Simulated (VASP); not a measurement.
# AlGa3N4 (P-4) in VASP: single point with r2SCAN

Aim: the single point of AlGa3N4 with r2SCAN.

Everything below comes from runs of VASP 6.6.1. Logs are shortened: lines on timing, memory, paths and dates and some standing lists are left out, and cuts for length are marked.

**1. The cell of the first run**

It takes space group P-4 (No. 81, tetragonal). The conventional cell has a = 4.465 Å, b = 4.465 Å, c = 4.465 Å, α = 90.00°, β = 90.00°, γ = 90.00°. Within 2.5 Å of Al (site symmetry -4) lie 4 N at 1.89 Å. Ga (site symmetry -4) has 4 N at 1.95 Å within 2.6 Å. Within 2.5 Å of Ga (site symmetry 2) lie 4 N at 1.91 to 2.00 Å. N (site symmetry 1) has 1 Al at 1.89 Å and 3 Ga at 1.91 to 2.00 Å within 2.5 Å.

**2. Single point, r2SCAN (atoms displaced along a vibrational mode)**

File POSCAR:

```
AlGa3N4
1.0
    4.4653444470      0.0000000000      0.0000000000
    0.0000000000      4.4653444470      0.0000000000
    0.0000000000      0.0000000000      4.4653444470
Al Ga N
1 3 4
Direct
    0.0000000000      0.0000000000      0.0000000000
    0.5000000000      0.5000000000      0.0000000000
    0.5000000000      0.0000000000      0.4608092943
    0.0000000000      0.5000000000      0.5391907057
    0.7669175301      0.7437845801      0.2446489449
    0.7437845801      0.2330824699      0.7553510551
    0.2562154199      0.7669175301      0.7553510551
    0.2330824699      0.2562154199      0.2446489449
```

File INCAR.step1:

```
  ALGO = Normal
  EDIFF = 1E-4
  ENCUT = 520
  GGA = PE
  ISMEAR = 0
  LASPH = T
  LCHARG = F
  LREAL = F
  LWAVE = T
  NBANDS = 41
  NELM = 100
  PREC = Accurate
  SIGMA = 0.05
```

File INCAR.step2:

```
  ALGO = Normal
  EDIFF = 1E-6
  ENCUT = 520
  ISIF = 2
  ISMEAR = 0
  ISTART = 1
  LASPH = T
  LCHARG = F
  LMIXTAU = T
  LREAL = F
  LWAVE = F
  METAGGA = R2SCAN
  NBANDS = 41
  NELM = 100
  PREC = Accurate
  SIGMA = 0.05
```

File KPOINTS:

```
k-points
0
Gamma
  6 6 6
```

Potentials or basis: VASP PAW PBE potentials, release 64 (Al, Ga_d, N).

Launch:

```bash
cat potpaw_PBE.64/Al/POTCAR potpaw_PBE.64/Ga_d/POTCAR potpaw_PBE.64/N/POTCAR > POTCAR
cp INCAR.step1 INCAR
mpirun -np 1 vasp_std > vasp.out
cp INCAR.step2 INCAR
mpirun -np 1 vasp_std > vasp.out
```

OUTCAR:

```text
EDIFF = 1E-6
   ENCUT = 520
   ISIF = 2
   ISMEAR = 0
   ISTART = 1
   LASPH = T
   LREAL = F
   METAGGA = R2SCAN
   NELM = 100
   PREC = Accurate

 ion  position               nearest neighbor table
   1  0.000  0.000  0.000-   5 1.89   6 1.89   7 1.89   8 1.89   3 3.04   4 3.04   4 3.04   3 3.04

   2  0.500  0.500  0.000-   5 1.95   6 1.95   7 1.95   8 1.95
   3  0.500  0.000  0.461-   5 1.91   8 1.91   7 2.00   6 2.00   1 3.04   1 3.04
   4  0.000  0.500  0.539-   6 1.91   7 1.91   5 2.00   8 2.00   1 3.04   1 3.04
   5  0.767  0.744  0.245-   1 1.89   3 1.91   2 1.95   4 2.00
   6  0.744  0.233  0.755-   1 1.89   4 1.91   2 1.95   3 2.00
   7  0.256  0.767  0.755-   1 1.89   4 1.91   2 1.95   3 2.00
   8  0.233  0.256  0.245-   1 1.89   3 1.91   2 1.95   4 2.00

  LATTYP: Found a simple cubic cell.
 ALAT       =     4.4653444470

  Lattice vectors:

 A1 = (   4.4653444470,   0.0000000000,   0.0000000000)
 A2 = (   0.0000000000,   4.4653444470,   0.0000000000)
 A3 = (   0.0000000000,   0.0000000000,   4.4653444470)

Analysis of symmetry for initial positions (statically):
=====================================================================
 Subroutine PRICEL returns:
 Original cell was already a primitive cell.

 Routine SETGRP: Setting up the symmetry group for a
 simple cubic supercell.

 Subroutine GETGRP returns: Found  4 space group operations
 (whereof  4 operations were pure point group operations)
 out of a pool of 48 trial point group operations.

The static configuration has the point symmetry S_4 .

Analysis of symmetry for dynamics (positions and initial velocities):
=====================================================================
 Subroutine PRICEL returns:
 Original cell was already a primitive cell.

 Routine SETGRP: Setting up the symmetry group for a
 simple cubic supercell.

 Subroutine GETGRP returns: Found  4 space group operations
 (whereof  4 operations were pure point group operations)
 out of a pool of 48 trial point group operations.

The dynamic configuration has the point symmetry S_4 .

 Subroutine INISYM returns: Found  4 space group operations
 (whereof  4 operations are pure point group operations),
 and found     1 'primitive' translations

----------------------------------------------------------------------------------------

                                     Primitive cell

  volume of cell :      89.0358

  direct lattice vectors                    reciprocal lattice vectors
     4.465344447  0.000000000  0.000000000     0.223946890  0.000000000  0.000000000
     0.000000000  4.465344447  0.000000000     0.000000000  0.223946890  0.000000000
     0.000000000  0.000000000  4.465344447     0.000000000  0.000000000  0.223946890

  length of vectors
     4.465344447  4.465344447  4.465344447     0.223946890  0.223946890  0.223946890

  position of ions in fractional coordinates (direct lattice)
     0.000000000  0.000000000  0.000000000
     0.500000000  0.500000000  0.000000000
     0.500000000  0.000000000  0.460809294
     0.000000000  0.500000000  0.539190706
     0.766917530  0.743784580  0.244648945
     0.743784580  0.233082470  0.755351055
     0.256215420  0.766917530  0.755351055
     0.233082470  0.256215420  0.244648945

  ion indices of the primitive-cell ions
   primitive index   ion index
                 1           1
                 2           2
                 3           3
                 4           4
                 5           5
                 6           6
                 7           7
                 8           8

----------------------------------------------------------------------------------------

 KPOINTS: k-points

Automatic generation of k-mesh.
 Grid dimensions read from file:
 generate k-points for:    6    6    6

 Generating k-lattice:

  Cartesian coordinates                     Fractional coordinates (reciprocal lattice)
     0.037324482  0.000000000  0.000000000     0.166666667  0.000000000  0.000000000
     0.000000000  0.037324482  0.000000000     0.000000000  0.166666667  0.000000000
     0.000000000  0.000000000  0.037324482     0.000000000  0.000000000  0.166666667

  Length of vectors
     0.037324482  0.037324482  0.037324482

  Shift w.r.t. Gamma in fractional coordinates (k-lattice)
     0.000000000  0.000000000  0.000000000

 Subroutine IBZKPT returns following result:
 ===========================================

 Found     44 irreducible k-points:

 Following reciprocal coordinates:
            Coordinates               Weight
  0.000000  0.000000  0.000000      1.000000
  0.166667  0.000000  0.000000      4.000000
  0.000000  0.000000  0.166667      2.000000
  0.333333  0.000000  0.000000      4.000000
  0.000000  0.000000  0.333333      2.000000
  0.500000  0.000000  0.000000      2.000000
[... 16 lines left out ...]
  0.000000  0.500000  0.500000      2.000000
  0.166667  0.166667  0.166667      8.000000
 [... further k-points ...]
   k-points           NKPTS =     44   k-points in BZ     NKDIM =     44   number of bands    NBANDS=     41
   number of dos      NEDOS =    301   number of ions     NIONS =      8
   total plane-waves  NPLWV =  46656
   dimension x,y,z NGX =    36 NGY =   36 NGZ =   36
   dimension x,y,z NGXF=    72 NGYF=   72 NGZF=   72
   ions per type =               1   3   4
   NGX,Y,Z   is equivalent  to a cutoff of  13.40, 13.40, 13.40 a.u.
   NGXF,Y,Z  is equivalent  to a cutoff of  26.81, 26.81, 26.81 a.u.
 SYSTEM =  unknown system
   PREC   = accura    normal or accurate (medium, high low for compatibility)
   ISTART =      1    job   : 0-new  1-cont  2-samecut
   ICHARG =      0    charge: 1-file 2-atom 10-const
   ISPIN  =      1    spin polarized calculation?
   LNONCOLLINEAR =      F non collinear calculations
   LSORBIT =      F    spin-orbit coupling
   LASPH  =      T    aspherical Exc in radial PAW
   ENCUT  =  520.0 eV  38.22 Ry    6.18 a.u.   8.30  8.30  8.30*2*pi/ulx,y,z
   NELM   =    100;   NELMIN=  2; NELMDL=  0     # of ELM steps
   EDIFF  = 0.1E-05   stopping-criterion for ELM
   LREAL  =      F    real-space projection
   EDIFFG = 0.1E-04   stopping-criterion for IOM
   NSW    =      0    number of steps for IOM
   IBRION =     -1    ionic relax: 0-MD 1-quasi-New 2-CG
   NFREE  =      0    steps in history (QN), initial steepest desc. (CG)
   ISIF   =      2    stress and relaxation
   ISYM   =      2    0-nonsym 1-usesym 2-fastsym
   POTIM  = 0.5000    time-step for ionic-motion
   TEBEG  =    0.0;   TEEND  =   0.0 temperature during run
   PSTRESS=    0.0 pullay stress
   NELECT =      62.0000    total number of electrons
   NUPDOWN=      -1.0000    fix difference up-down
   EMIN   =  10.00;   EMAX   =-10.00  energy-range for DOS
   EFERMI =   0.00;   METHOD = LEGACY
   ISMEAR =     0;   SIGMA  =   0.05  broadening in eV -4-tet -1-fermi 0-gaus
   EFERMI_NEDOS =   21; number of points for ismear=-14 and -15
   IALGO  =     38    algorithm
   IMIX   =      4    mixing-type and parameters
     AMIX     =   0.40;   BMIX     =  1.00
     AMIX_MAG =   1.60;   BMIX_MAG =  1.00
  volume/ion in A,a.u.               =      11.13        75.11
  Fermi-wavevector in a.u.,A,eV,Ry     =   1.451055  2.742096 28.647877  2.105560
  Thomas-Fermi vector in A             =   2.568596
   LORBIT       =      0    0 simple, 1 ext, 2 COOP (PROOUT), +10 PAW based schemes
   METAGGA = R2SCAN    functional components
   LHFCALC =     F    Hartree Fock is set to
   AEXX    =    0.0000 exact exchange contribution
   IVDW    =     0    specifies the selected vdW correction
   LEPSILON=     F    determine dielectric tensor
   LRPA    =     F    only Hartree local field effects (RPA)
 non-spin polarized calculation
 Gauss-broadening in eV      SIGMA  =   0.05
  energy-cutoff  :      520.00
  volume of cell :       89.04
 maximum number of plane-waves:      2440
 NGX is ok and might be reduce to    36
   NGX = 17   NGY = 17   NGZ = 17

 number of electron      61.9999966 magnetization

 Free energy of the ion-electron system (eV)
  ---------------------------------------------------
  ext. energy  EPLUGINS =         0.00000000
  ---------------------------------------------------
  free energy    TOTEN  =       -84.54455615 eV

  energy without entropy =      -84.54455615  energy(sigma->0) =      -84.54455615

 E-fermi :   5.4594     XC(G=0): -12.3898

 val. band max:        5.1841119024   @ k =   0.0000   0.0000   0.0000
 cond. band min:       7.9382677511   @ k =   0.0000   0.0000   0.0000
 fundamental gap:      2.7541558486
 Fermi energy:         5.4594356418

 k-point     1 :       0.0000    0.0000    0.0000
  band No.  band energies     occupation
      1     -11.3129      2.00000
      2      -9.9489      2.00000
      3      -9.8947      2.00000
      4      -9.8947      2.00000
      5      -8.3590      2.00000
      6      -8.3590      2.00000
[... 33 lines left out ...]
     40      16.8983      0.00000
     41      16.8983      0.00000

 k-point     2 :       0.1667    0.0000    0.0000
  band No.  band energies     occupation
      1     -11.2004      2.00000
      2      -9.9577      2.00000
      3      -9.9406      2.00000
      4      -9.9010      2.00000
      5      -8.3628      2.00000
      6      -8.3564      2.00000
[... 33 lines left out ...]
     40      16.6744      0.00000
     41      17.1267      0.00000

 k-point     3 :       0.0000    0.0000    0.1667
  band No.  band energies     occupation
      1     -11.2023      2.00000
      2      -9.9995      2.00000
      3      -9.8976      2.00000
      4      -9.8976      2.00000
      5      -8.3567      2.00000
      6      -8.3567      2.00000
[... 33 lines left out ...]
     40      17.1157      0.00000
     41      17.1159      0.00000

 k-point     4 :       0.3333    0.0000    0.0000
  band No.  band energies     occupation
      1     -10.8952      2.00000
      2     -10.1393      2.00000
      3      -9.9422      2.00000
      4      -9.9160      2.00000
      5      -8.3419      2.00000
      6      -8.3366      2.00000
[... 825 lines left out ...]
     40      15.8032      0.00000
     41      15.8458      0.00000

 k-point    23 :       0.0000    0.5000    0.5000
  band No.  band energies     occupation
      1     -10.2969      2.00000
      2     -10.1500      2.00000
      3     -10.1231      2.00000
      4     -10.0710      2.00000
      5      -8.3516      2.00000
      6      -8.3394      2.00000
[... 33 lines left out ...]
     40      15.3891      0.00000
     41      15.8776      0.00000

 k-point    24 :       0.1667    0.1667    0.1667
  band No.  band energies     occupation
      1     -10.9988      2.00000
      2     -10.0018      2.00000
      3      -9.9547      2.00000
      4      -9.9452      2.00000
      5      -8.3586      2.00000
      6      -8.3422      2.00000
[... 33 lines left out ...]
     40      16.9006      0.00000
     41      17.2005      0.00000

 [... further k-points ...]

------------------------ aborting loop because EDIFF is reached ----------------------------------------

  FORCE on cell =-STRESS in cart. coord.  units (eV):
  Direction    XX          YY          ZZ          XY          YZ          ZX
  --------------------------------------------------------------------------------------
  -------------------------------------------------------------------------------------
  Total        0.5409061      0.5409061     -0.2639410      0.0000150     -0.0000000      0.0000000
  in kB        9.7334677      9.7334677     -4.7495508      0.0002704     -0.0000000      0.0000000
  external PRESSURE =       4.9057949 kB  Pullay stress =       0.0000000 kB

 VOLUME and BASIS-vectors are now :
 -----------------------------------------------------------------------------
  energy-cutoff  :      520.00
  volume of cell :       89.04
      direct lattice vectors                 reciprocal lattice vectors
     4.465344447  0.000000000  0.000000000     0.223946890  0.000000000  0.000000000
     0.000000000  4.465344447  0.000000000     0.000000000  0.223946890  0.000000000
     0.000000000  0.000000000  4.465344447     0.000000000  0.000000000  0.223946890

 POSITION                                       TOTAL-FORCE (eV/Angst)
 -----------------------------------------------------------------------------------
      0.00000      0.00000      0.00000        -0.000000      0.000000      0.000000
      2.23267      2.23267      0.00000        -0.000000     -0.000000      0.000000
      2.23267      0.00000      2.05767         0.000000      0.000000      1.686242
      0.00000      2.23267      2.40767         0.000000      0.000000     -1.686242
      3.42455      3.32125      1.09244        -0.053067      0.163145     -0.015434
      3.32125      1.04079      3.37290         0.163145      0.053067      0.015434
      1.14409      3.42455      3.37290        -0.163145     -0.053067      0.015434
      1.04079      1.14409      1.09244         0.053067     -0.163145     -0.015434
 -----------------------------------------------------------------------------------
    total drift:                               -0.000000     -0.000000      0.000000

  FREE ENERGIE OF THE ION-ELECTRON SYSTEM (eV)
  ---------------------------------------------------
  free  energy   TOTEN  =       -84.5445561517 eV

  energy  without entropy=      -84.5445561517  energy(sigma->0) =      -84.54455615
```

Run time: 8.3 min. Hardware: 1 thread of Intel Xeon Platinum 8259CL at 2.50GHz (Skylake/Cascade Lake), shared host; peak memory 0.3 GiB.

What came out:

```
Free energy            : -84.5446 eV
Pressure               : 0.5 GPa
Largest force          : 1.686 eV/Å
Band gap on the k mesh : 2.75 eV
```

Forces on the atoms (eV/Å):
```
Al   0.000  0.000  0.000
Ga   0.000  0.000  0.000
Ga   0.000  0.000  1.686
Ga   0.000  0.000 -1.686
N   -0.053  0.163 -0.015
N    0.163  0.053  0.015
N   -0.163 -0.053  0.015
N    0.053 -0.163 -0.015
```

Caveat: the cell differs from its parent crystal (atoms displaced along a vibrational mode); the PAW data sets were made with another functional, which shifts forces and pressure a little.
